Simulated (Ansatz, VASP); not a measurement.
**Ge in VASP and in Ansatz**

File INCAR:

```
ALGO = Normal ; EDIFF = 1E-6
ENCUT = 520 ; ISIF = 2
ISMEAR = -1 ; LASPH = T
LCHARG = T ; LELF = T
LREAL = F ; LVHAR = T
LWAVE = F ; NBANDS = 21
NELM = 80 ; PREC = Accurate
SIGMA = 0.05
```

The input KPOINTS:

```
k-points
0
Gamma
  10 10 10
```

POSCAR

```
Ge
1.0
    0.0848631000      2.8712015500      2.8712015500
    2.8712015500      0.0848631000      2.8712015500
    2.8712015500      2.8712015500      0.0848631000
Ge
2
Direct
    0.5000000000      0.5000000000      0.5000000000
    0.7500000000      0.7500000000      0.7500000000
```

Input for Ansatz:

```yaml
crystal:
  lattice:
    - [0.0848631, 2.87120155, 2.87120155]
    - [2.87120155, 0.0848631, 2.87120155]
    - [2.87120155, 2.87120155, 0.0848631]
  atoms:
    - { symbol: Ge, position: [0.5, 0.5, 0.5] }
    - { symbol: Ge, position: [0.75, 0.75, 0.75] }
kpoints:
  mp_grid: { grid: [10, 10, 10] }
  band_path:
    path:
      - [0.0, 0.0, 0.0]
      - [0.5, 0.5, 0.5]
      - [0.2428775097, 0.5, 0.7571224903]
      - [-0.2428775097, 0.2428775097, 0.5]
      - [0.0, 0.0, 0.5]
      - [0.0, 0.0, 0.0]
      - [-0.3714387548, 0.0, 0.3714387548]
      - [0.0, 0.3714387548, 0.6285612452]
      - [0.0, 0.5, 0.5]
    npoints: 5
scf:
  occupations: { method: fermi_dirac, width: 0.05 }
hamiltonian:
  xc: lda
  pseudopotentials: { kind: all_electron, lapw: { basis_error: 0.00025 } }
output:
  forces: true
  stress: true
  eigenvalues: true
```

Change from the starting cell: equal xy, yz and zx shear strains of +3 %.

Alike in both runs: task single point; functional LDA; k mesh 10 × 10 × 10; occupations fermi-dirac, width 0.05 eV; no spin polarisation.

```csv
,VASP,Ansatz
version,VASP 6.6.1,Ansatz 0.2.0
potentials or method,"VASP PAW LDA potentials, release 64 (Ge_d), cutoff 520 eV","all-electron LAPW, scalar-relativistic"
```

```tsv
	VASP	Ansatz	Ansatz less VASP
pressure (GPa)	-0.9	-1.0	-0.05
traceless stress, the component that is largest in VASP (GPa)	-2.26	-2.24	+0.021
rms of the force components (eV/Å)	0.205	0.202	-0.0023
```

LDA's correlation is that of Perdew and Zunger in VASP and of Perdew and Wang (1992) in Ansatz. Atom by atom the forces differ by 0.002 eV/Å (rms over components). Ansatz ran all-electron here, and VASP with PAW potentials.
